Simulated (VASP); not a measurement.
# Tc (P6_3/mmc) in VASP: notebook

The runs below take Tc through single point, with PBE, LDA.

Program: VASP 6.6.1. These are calculated values, not measurements. Logs are shortened: lines on timing, memory, paths and dates and some standing lists are left out, and cuts for length are marked.

### Step 1. The cell of the first run

The structure is hexagonal, space group P6_3/mmc (No. 194). Conventional cell: a = 2.758 Å, b = 2.758 Å, c = 4.427 Å, α = 90.00°, β = 90.00°, γ = 120.00°. Tc (site symmetry -6m2) has 12 Tc at 2.73 to 2.76 Å within 3.6 Å.

### Step 2. Single point, PBE

Input file INCAR:

```
PREC = Accurate
ENCUT = 520
EDIFF = 1E-6
ISMEAR = -1
SIGMA = 0.05
LREAL = False
LASPH = True
NELM = 60
ALGO = Normal
ISIF = 2
LWAVE = False
LCHARG = False
GGA = PE
NBANDS = 20
```

Input file KPOINTS:

```
Automatic mesh
0
Gamma
  11 11 6
```

Input file POSCAR:

```
Tc
1.0
    2.7581462242      0.0000000000      0.0000000000
   -1.3790731121      2.3886246975      0.0000000000
    0.0000000000      0.0000000000      4.4271266766
Tc
2
Direct
    0.6666666667      0.3333333333      0.7500000000
    0.3333333333      0.6666666667      0.2500000000
```

Potentials or basis: VASP PAW PBE potentials, release 64 (Tc_pv).

Launch:

```
> cat potpaw_PBE.64/Tc_pv/POTCAR > POTCAR
> mpirun -np 1 vasp_std > vasp.out
```

OUTCAR:

```text
PREC = Accurate
   ENCUT = 520
   EDIFF = 1E-6
   ISMEAR = -1
   LREAL = False
   LASPH = True
   NELM = 60
   ISIF = 2
   GGA = PE

 ion  position               nearest neighbor table
   1  0.667  0.333  0.750-   2 2.73   2 2.73   2 2.73   2 2.73   2 2.73   2 2.73
   2  0.333  0.667  0.250-   1 2.73   1 2.73   1 2.73   1 2.73   1 2.73   1 2.73

  LATTYP: Found a hexagonal cell.
 ALAT       =     2.7581462242
 C/A-ratio  =     1.6051094890

  Lattice vectors:

 A1 = (   2.7581462242,   0.0000000000,   0.0000000000)
 A2 = (  -1.3790731121,   2.3886246975,   0.0000000000)
 A3 = (   0.0000000000,   0.0000000000,   4.4271266766)

Analysis of symmetry for initial positions (statically):
=====================================================================
 Subroutine PRICEL returns:
 Original cell was already a primitive cell.

 Routine SETGRP: Setting up the symmetry group for a
 hexagonal supercell.

 Subroutine GETGRP returns: Found 24 space group operations
 (whereof 12 operations were pure point group operations)
 out of a pool of 24 trial point group operations.

The static configuration has the point symmetry D_3d.
 The point group associated with its full space group is D_6h.

Analysis of symmetry for dynamics (positions and initial velocities):
=====================================================================
 Subroutine PRICEL returns:
 Original cell was already a primitive cell.

 Routine SETGRP: Setting up the symmetry group for a
 hexagonal supercell.

 Subroutine GETGRP returns: Found 24 space group operations
 (whereof 12 operations were pure point group operations)
 out of a pool of 24 trial point group operations.

The dynamic configuration has the point symmetry D_3d.
 The point group associated with its full space group is D_6h.

 Subroutine INISYM returns: Found 24 space group operations
 (whereof 12 operations are pure point group operations),
 and found     1 'primitive' translations

----------------------------------------------------------------------------------------

                                     Primitive cell

  volume of cell :      29.1667

  direct lattice vectors                    reciprocal lattice vectors
     2.758146224  0.000000000  0.000000000     0.362562358  0.209325475  0.000000000
    -1.379073112  2.388624698  0.000000000     0.000000000  0.418650951  0.000000000
     0.000000000  0.000000000  4.427126677     0.000000000  0.000000000  0.225880141

  length of vectors
     2.758146224  2.758146224  4.427126677     0.418650951  0.418650951  0.225880141

  position of ions in fractional coordinates (direct lattice)
     0.666666667  0.333333333  0.750000000
     0.333333333  0.666666667  0.250000000

  ion indices of the primitive-cell ions
   primitive index   ion index
                 1           1
                 2           2

----------------------------------------------------------------------------------------

 KPOINTS: Automatic mesh

Automatic generation of k-mesh.
 Grid dimensions read from file:
 generate k-points for:   11   11    6

 Generating k-lattice:

  Cartesian coordinates                     Fractional coordinates (reciprocal lattice)
     0.032960214  0.019029589  0.000000000     0.090909091 -0.000000000  0.000000000
     0.000000000  0.038059177  0.000000000     0.000000000  0.090909091  0.000000000
     0.000000000  0.000000000  0.037646690     0.000000000  0.000000000  0.166666667

  Length of vectors
     0.038059177  0.038059177  0.037646690

  Shift w.r.t. Gamma in fractional coordinates (k-lattice)
     0.000000000  0.000000000  0.000000000

 Subroutine IBZKPT returns following result:
 ===========================================

 Found     64 irreducible k-points:

 Following reciprocal coordinates:
            Coordinates               Weight
  0.000000  0.000000  0.000000      1.000000
  0.090909 -0.000000  0.000000      6.000000
  0.181818  0.000000  0.000000      6.000000
  0.272727 -0.000000  0.000000      6.000000
  0.363636  0.000000  0.000000      6.000000
  0.454545  0.000000  0.000000      6.000000
[... 16 lines left out ...]
  0.090909  0.090909  0.166667     12.000000
  0.181818  0.090909  0.166667     24.000000
 [... further k-points ...]
   k-points           NKPTS =     64   k-points in BZ     NKDIM =     64   number of bands    NBANDS=     20
   number of dos      NEDOS =    301   number of ions     NIONS =      2
   total plane-waves  NPLWV =  20736
   dimension x,y,z NGX =    24 NGY =   24 NGZ =   36
   dimension x,y,z NGXF=    48 NGYF=   48 NGZF=   72
   ions per type =               2
   NGX,Y,Z   is equivalent  to a cutoff of  14.47, 14.47, 13.52 a.u.
   NGXF,Y,Z  is equivalent  to a cutoff of  28.93, 28.93, 27.04 a.u.
 SYSTEM =  unknown system
   PREC   = accura    normal or accurate (medium, high low for compatibility)
   ISTART =      0    job   : 0-new  1-cont  2-samecut
   ICHARG =      2    charge: 1-file 2-atom 10-const
   ISPIN  =      1    spin polarized calculation?
   LNONCOLLINEAR =      F non collinear calculations
   LSORBIT =      F    spin-orbit coupling
   LASPH  =      T    aspherical Exc in radial PAW
   ENCUT  =  520.0 eV  38.22 Ry    6.18 a.u.   5.13  5.13  8.23*2*pi/ulx,y,z
   NELM   =     60;   NELMIN=  2; NELMDL= -5     # of ELM steps
   EDIFF  = 0.1E-05   stopping-criterion for ELM
   LREAL  =      F    real-space projection
   EDIFFG = 0.1E-04   stopping-criterion for IOM
   NSW    =      0    number of steps for IOM
   IBRION =     -1    ionic relax: 0-MD 1-quasi-New 2-CG
   NFREE  =      0    steps in history (QN), initial steepest desc. (CG)
   ISIF   =      2    stress and relaxation
   ISYM   =      2    0-nonsym 1-usesym 2-fastsym
   POTIM  = 0.5000    time-step for ionic-motion
   TEBEG  =    0.0;   TEEND  =   0.0 temperature during run
   PSTRESS=    0.0 pullay stress
   NELECT =      26.0000    total number of electrons
   NUPDOWN=      -1.0000    fix difference up-down
   EMIN   =  10.00;   EMAX   =-10.00  energy-range for DOS
   EFERMI =   0.00;   METHOD = LEGACY
   ISMEAR =    -1;   SIGMA  =   0.05  broadening in eV -4-tet -1-fermi 0-gaus
   EFERMI_NEDOS =   21; number of points for ismear=-14 and -15
   IALGO  =     38    algorithm
   IMIX   =      4    mixing-type and parameters
     AMIX     =   0.40;   BMIX     =  1.00
     AMIX_MAG =   1.60;   BMIX_MAG =  1.00
  volume/ion in A,a.u.               =      14.58        98.41
  Fermi-wavevector in a.u.,A,eV,Ry     =   1.575567  2.977390 33.775260  2.482412
  Thomas-Fermi vector in A             =   2.676531
   LORBIT       =      0    0 simple, 1 ext, 2 COOP (PROOUT), +10 PAW based schemes
   GGA     = PE    functional components
[... 5 lines left out ...]
 non-spin polarized calculation
  energy-cutoff  :      520.00
  volume of cell :       29.17
 maximum number of plane-waves:       808
 NGX is ok and might be reduce to    24
   NGX = 11   NGY = 11   NGZ = 17

 number of electron      25.9999998 magnetization

 Free energy of the ion-electron system (eV)
  ---------------------------------------------------
  ext. energy  EPLUGINS =         0.00000000
  ---------------------------------------------------
  free energy    TOTEN  =       -20.70604359 eV

  energy without entropy =      -20.68865052  energy(sigma->0) =      -20.69734705

 E-fermi :  12.3163     XC(G=0): -13.6863

 val. band max:       12.3142096047   @ k =   0.3636   0.0000   0.1667
 cond. band min:      12.3297591299   @ k =   0.3636   0.2727   0.5000
 fundamental gap:      0.0155495253
 Fermi energy:        12.3163102848

 k-point     1 :       0.0000    0.0000    0.0000
  band No.  band energies     occupation
      1     -27.0699      2.00000
      2     -26.0364      2.00000
      3     -26.0364      2.00000
      4     -25.8616      2.00000
      5     -25.8616      2.00000
      6     -25.8208      2.00000
[... 12 lines left out ...]
     19      23.1297      0.00000
     20      26.6280      0.00000

 k-point     2 :       0.0909   -0.0000    0.0000
  band No.  band energies     occupation
      1     -27.0383      2.00000
      2     -26.1073      2.00000
      3     -26.0594      2.00000
      4     -25.9349      2.00000
      5     -25.8716      2.00000
      6     -25.8341      2.00000
[... 12 lines left out ...]
     19      23.0831      0.00000
     20      27.2087      0.00000

 k-point     3 :       0.1818    0.0000    0.0000
  band No.  band energies     occupation
      1     -26.9491      2.00000
      2     -26.2971      2.00000
      3     -26.1265      2.00000
      4     -26.1188      2.00000
      5     -25.9004      2.00000
      6     -25.8745      2.00000
[... 12 lines left out ...]
     19      22.9025      0.00000
     20      28.1108      0.00000

 k-point     4 :       0.2727   -0.0000    0.0000
  band No.  band energies     occupation
      1     -26.8171      2.00000
      2     -26.5448      2.00000
      3     -26.3665      2.00000
      4     -26.1931      2.00000
      5     -25.9421      2.00000
      6     -25.9407      2.00000
[... 12 lines left out ...]
     19      22.6282      0.00000
     20      26.2490      0.00000

 k-point     5 :       0.3636    0.0000    0.0000
  band No.  band energies     occupation
      1     -26.7707      2.00000
      2     -26.6684      2.00000
      3     -26.5777      2.00000
      4     -26.2588      2.00000
      5     -26.0313      2.00000
      6     -25.9794      2.00000
[... 12 lines left out ...]
     19      22.9153      0.00000
     20      23.7044      0.00000
[... 353 lines left out ...]
      6     -25.9985      2.00000
[... 12 lines left out ...]
     19      23.8361      0.00000
     20      24.8504      0.00000

 k-point    22 :       0.4545    0.0000    0.1667
  band No.  band energies     occupation
      1     -26.9543      2.00000
      2     -26.7626      2.00000
      3     -26.4533      2.00000
      4     -26.2775      2.00000
      5     -26.0925      2.00000
      6     -26.0230      2.00000
[... 12 lines left out ...]
     19      23.3088      0.00000
     20      24.4195      0.00000

 k-point    23 :       0.0909    0.0909    0.1667
  band No.  band energies     occupation
      1     -26.9166      2.00000
      2     -26.2013      2.00000
      3     -26.1536      2.00000
      4     -26.0619      2.00000
      5     -25.9159      2.00000
      6     -25.8929      2.00000
[... 12 lines left out ...]
     19      24.2171      0.00000
     20      27.6301      0.00000

 k-point    24 :       0.1818    0.0909    0.1667
  band No.  band energies     occupation
      1     -26.8385      2.00000
      2     -26.3930      2.00000
      3     -26.3399      2.00000
      4     -26.1471      2.00000
      5     -25.9698      2.00000
      6     -25.9294      2.00000
[... 12 lines left out ...]
     19      24.2322      0.00000
     20      27.6617      0.00000

 [... further k-points ...]
[... 5 lines left out ...]
  --------------------------------------------------------------------------------------
  -------------------------------------------------------------------------------------
  Total       -0.6700087     -0.6700087     -0.7014247      0.0000000      0.0000000      0.0000000
  in kB      -36.8047478    -36.8047478    -38.5304862      0.0000000      0.0000000      0.0000000
  external PRESSURE =     -37.3799939 kB  Pullay stress =       0.0000000 kB

 VOLUME and BASIS-vectors are now :
 -----------------------------------------------------------------------------
  energy-cutoff  :      520.00
  volume of cell :       29.17
      direct lattice vectors                 reciprocal lattice vectors
     2.758146224  0.000000000  0.000000000     0.362562358  0.209325475  0.000000000
    -1.379073112  2.388624698  0.000000000     0.000000000  0.418650951  0.000000000
     0.000000000  0.000000000  4.427126677     0.000000000  0.000000000  0.225880141

 POSITION                                       TOTAL-FORCE (eV/Angst)
 -----------------------------------------------------------------------------------
      1.37907      0.79621      3.32035        -0.000000      0.000000      0.000000
     -0.00000      1.59242      1.10678         0.000000     -0.000000      0.000000
 -----------------------------------------------------------------------------------
    total drift:                               -0.000000      0.000000     -0.000000

  FREE ENERGIE OF THE ION-ELECTRON SYSTEM (eV)
  ---------------------------------------------------
  free  energy   TOTEN  =       -20.7060435889 eV

  energy  without entropy=      -20.6886505189  energy(sigma->0) =      -20.69734705
```

Wall time 13 s (1 thread of Intel Xeon Platinum 8559C (Emerald Rapids), shared host); peak memory 0.17 GiB.

What came out:

```
Free energy            : -20.7060 eV
Pressure               : -3.7 GPa
Band gap on the k mesh : zero (band 13 reaches 13.72 eV, above the bottom of band 14 at 10.70 eV)
```

Levels at points of the mesh, in eV from the Fermi level:
```
           k point  band 11  band 12  band 13  band 14  band 15  band 16
(0.00, 0.00, 0.00)    -1.43    -0.80    -0.80    -0.10    -0.10     1.63
(0.00, 0.00, 0.50)    -1.62    -1.62    -1.62    -1.62     1.82     1.82
```

### Step 3. Single point, LDA

This run uses another cell than the first one, of 14.87 Å³/atom, 1.020 times its volume.

Input file INCAR:

```
PREC = Accurate ; ENCUT = 520
EDIFF = 1E-7 ; ISMEAR = -1
SIGMA = 0.05 ; LREAL = False
LASPH = True ; NELM = 80
ALGO = Fast ; ISIF = 2
LWAVE = False ; LCHARG = False
NBANDS = 20
```

KPOINTS is that of step 2.

Input file POSCAR:

```
Tc
1.0
    2.7760567665      0.0000000000      0.0000000000
   -1.3880283832      2.4041356821      0.0000000000
    0.0000000000      0.0000000000      4.4558750580
Tc
2
Direct
    0.6666666667      0.3333333333      0.7500000000
    0.3333333333      0.6666666667      0.2500000000
```

Potentials or basis: VASP PAW LDA potentials, release 64 (Tc_pv).

Launch:

```
> cat potpaw_LDA.64/Tc_pv/POTCAR > POTCAR
> mpirun -np 1 vasp_std > vasp.out
```

It took 21 s on 1 thread of Intel Xeon Platinum 8559C (Emerald Rapids), shared host; peak memory 0.15 GiB.

Results (log left out):

| Item | Value |
| --- | --- |
| Free energy | -23.3194 eV |
| Pressure | -22.2 GPa |
| Band gap on the k mesh | zero (band 13 reaches 13.21 eV, above the bottom of band 14 at 10.26 eV) |

Stress tensor (GPa, compression positive):
```
-21.94   0.00   0.00
  0.00 -21.94   0.00
  0.00   0.00 -22.64
```

Levels at points of the mesh, in eV from the Fermi level:
```tsv
k point	band 10	band 11	band 12	band 13	band 14	band 15	band 16	band 17
(0.00, 0.00, 0.00)	-1.46	-1.40	-0.78	-0.78	-0.10	-0.10	1.61	2.43
(0.00, 0.00, 0.50)	-1.80	-1.58	-1.58	-1.58	-1.58	1.78	1.78	1.78
```

### Step 4. Single point, PBE

This run uses another cell than the first one, of 14.87 Å³/atom, 1.020 times its volume.

Input file INCAR:

```
SYSTEM = Tc
PREC = Accurate
ENCUT = 520
EDIFF = 1E-6
ISMEAR = -1
SIGMA = 0.05
LREAL = .False.
LASPH = .True.
NELM = 80
ALGO = Normal
ISIF = 2
LWAVE = .False.
LCHARG = .False.
GGA = PE
NBANDS = 20
```

Input file KPOINTS:

```
regular mesh
0
Gamma
  11 11 6
  0 0 0
```

POSCAR is that of step 3.

Potentials or basis: VASP PAW PBE potentials, release 64 (Tc_pv).

Launch:

```
> cat potpaw_PBE.64/Tc_pv/POTCAR > POTCAR
> mpirun -np 1 vasp_std > vasp.out
```

Wall time 13 s (1 thread of Intel Xeon Platinum 8559C (Emerald Rapids), shared host); peak memory 0.16 GiB.

The run converged. Its results:

```
Free energy            : -20.6842 eV
Pressure               : -9.0 GPa
Band gap on the k mesh : zero (band 13 reaches 13.36 eV, above the bottom of band 14 at 10.42 eV)
```

Stress tensor (GPa, compression positive):
```
-8.95  0.00  0.00
 0.00 -8.95  0.00
 0.00  0.00 -9.19
```

Levels at points of the mesh, in eV from the Fermi level:
```csv
k point,band 11,band 12,band 13,band 14,band 15,band 16
"(0.00, 0.00, 0.00)",-1.39,-0.77,-0.77,-0.09,-0.09,1.58
"(0.00, 0.00, 0.50)",-1.57,-1.57,-1.57,-1.57,1.77,1.77
```

### Step 5. Summary

| level | potentials or basis | cell | gap on the mesh (eV) | pressure (GPa) |
| --- | --- | --- | --- | --- |
| PBE | VASP PAW PBE potentials, release 64 (Tc_pv) | a = 2.758, b = 2.758, c = 4.427 Å, angles 90.0, 90.0, 120.0°, 2 atoms | none | -3.7 |
| LDA | VASP PAW LDA potentials, release 64 (Tc_pv) | a = 2.776, b = 2.776, c = 4.456 Å, angles 90.0, 90.0, 120.0°, 2 atoms | none | -22.2 |
| PBE | VASP PAW PBE potentials, release 64 (Tc_pv) | a = 2.776, b = 2.776, c = 4.456 Å, angles 90.0, 90.0, 120.0°, 2 atoms | none | -9.0 |

Alike in all rows: task single point; no spin polarisation; k mesh 11 × 11 × 6; cutoff (eV) 520; smearing fermi-dirac 0.05 eV.

Absolute energies hang on the potentials; compare differences alone.
